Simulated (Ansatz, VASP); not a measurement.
# Two plane-wave programs on Be3Cd2O3

```
Be Cd O
1.0
     2.76847    0.00000    0.00000
    -1.38424    2.39757    0.00000
     0.00000    0.00000   15.66349
Be Cd O
3 2 3
Direct
  0.00000 0.00000 0.34261
  0.33333 0.66667 0.18777
  0.00000 0.00000 0.02805
  0.00000 0.00000 0.59729
  0.66667 0.33333 0.78256
  0.00000 0.00000 0.18726
  0.33333 0.66667 0.02585
  0.33333 0.66667 0.34551
```

Alike in both runs: functional PBE; k mesh 7 × 7 × 2; occupations gaussian, width 0.2 eV; no spin polarisation.

Ansatz relaxed the structure, and its values are those at the end. VASP's run is a single point on that final structure, the one shown.

|  | VASP | Ansatz |
| --- | --- | --- |
| version | VASP 6.6.1 | Ansatz 0.2.0 |
| potentials or method | VASP PAW PBE potentials, release 64 (Be, Cd_sv_GW, O), cutoff 700 eV | scalar-relativistic, plane waves, PAW |
| valence electrons in the cell | 64 | 64 |

```csv
,VASP,Ansatz,Ansatz less VASP
gap on the k mesh at the Fermi level (eV),none,none,-
pressure (GPa),0.3,0.3,+0.07
rms of the force components (eV/Å),0.015,0.013,-0.0013
```

A gap of «none» marks a metal or a gap that the smearing closes.

The k mesh is coarse, so the values compare programs but aren't converged.
